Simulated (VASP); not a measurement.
## Ru: single point with LDA

Crystal: Ru.

```
Ru
1.0
     2.66403    0.00000    0.00000
    -1.33202    2.30712    0.00000
     0.00000    0.00000    8.55441
Ru
4
Cartesian
  0.0000 0.0000 8.5544
  0.0000 0.0000 4.2772
  0.0000 1.5381 2.1386
  1.3320 0.7690 6.4158
```

| Quantity | Value |
| --- | --- |
| Program | VASP 6.6.1 |
| Task | single point |
| Functional | LDA |
| Potentials or basis | VASP PAW LDA potentials, release 64 (Ru_pv) |
| Cutoff | 520 eV |
| k mesh | 13 × 13 × 4 |
| Occupations | fermi-dirac, width 0.1 eV |
| Spin | no spin polarisation |
| Dipole correction | no |
| Further INCAR settings | ALGO = Normal; EDIFF = 1e-06; NBANDS = 36 |

```json
{
 "Pressure": "1.0 GPa",
 "Band gap on the k mesh": "zero (band 28 reaches 14.91 eV, above the bottom of band 29 at 11.89 eV)"
}
```

Levels at points of the mesh, in eV from the Fermi level:
```
           k point  band 24  band 25  band 26  band 27  band 28  band 29  band 30  band 31  band 32  band 33
(0.00, 0.00, 0.00)    -2.37    -2.37    -2.26    -2.26    -0.87    -0.87    -0.11    -0.11     0.62     0.62
(0.00, 0.00, 0.50)    -2.57    -2.57    -2.57    -0.67    -0.67    -0.42    -0.42    -0.42    -0.42     1.15
```

Run time: 57 s on 1 thread of AMD EPYC 9R45 96-Core Processor (Zen 5) (shared host), peak memory 0.17 GiB.
